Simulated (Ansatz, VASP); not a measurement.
## HfO2: VASP beside Ansatz

Contents of INCAR:

```
PREC = Accurate
ENCUT = 520
EDIFF = 1E-6
ISMEAR = -1
SIGMA = 0.01
LREAL = F
LASPH = T
NELM = 100
ALGO = Normal
ISIF = 2
LWAVE = F
LCHARG = F
GGA = PE
NBANDS = 18
```

Contents of KPOINTS:

```
regular mesh
0
Gamma
  9 9 9
```

Contents of POSCAR:

```
HfO2
1.0
    0.0767250000      2.5958625000      2.5958625000
    2.5958625000      0.0767250000      2.5958625000
    2.5958625000      2.5958625000      0.0767250000
Hf O
1 2
Direct
    0.0000000000      0.0000000000      0.0000000000
    0.2500000000      0.2500000000      0.2500000000
    0.7500000000      0.7500000000      0.7500000000
```

Input for Ansatz:

```yaml
crystal:
  lattice:
    - [0.076725, 2.5958625, 2.5958625]
    - [2.5958625, 0.076725, 2.5958625]
    - [2.5958625, 2.5958625, 0.076725]
  atoms:
    - { symbol: Hf, position: [0.0, 0.0, 0.0] }
    - { symbol: O, position: [0.25, 0.25, 0.25] }
    - { symbol: O, position: [0.75, 0.75, 0.75] }
kpoints:
  mp_grid: { grid: [9, 9, 9] }
  band_path:
    path:
      - [0.0, 0.0, 0.0]
      - [0.5, 0.5, 0.5]
      - [0.2428775097, 0.5, 0.7571224903]
      - [-0.2428775097, 0.2428775097, 0.5]
      - [0.0, 0.0, 0.5]
      - [0.0, 0.0, 0.0]
      - [-0.3714387548, 0.0, 0.3714387548]
      - [0.0, 0.3714387548, 0.6285612452]
      - [0.0, 0.5, 0.5]
    npoints: 5
scf:
  occupations: { method: fermi_dirac, width: 0.01 }
hamiltonian:
  xc: pbe
  pseudopotentials: { kind: all_electron, lapw: { basis_error: 0.001 } }
output:
  forces: true
  stress: true
  eigenvalues: true
```

Change from the starting cell: equal xy, yz and zx shear strains of +3 %.

Alike in both runs: task single point; functional PBE; k mesh 9 × 9 × 9; occupations fermi-dirac, width 0.01 eV; no spin polarisation.

```csv
,VASP,Ansatz
version,VASP 6.6.1,Ansatz 0.2.0
potentials or method,"VASP PAW PBE potentials, release 64 (Hf_pv, O), cutoff 520 eV","all-electron LAPW, scalar-relativistic"
```

|  | VASP | Ansatz | Ansatz less VASP |
| --- | --- | --- | --- |
| gap on the k mesh at the Fermi level (eV) | 3.85 | 3.84 | -0.015 |
| pressure (GPa) | -5.3 | -1.8 | +3.54 |
| traceless stress, the component that is largest in VASP (GPa) | -2.00 | -2.13 | -0.131 |
| rms of the force components (eV/Å) | 0.108 | 0.123 | +0.0147 |

Atom by atom the forces differ by 0.015 eV/Å (rms over components). Ansatz ran all-electron here, and VASP with PAW potentials.

Neither program's run includes spin-orbit coupling.
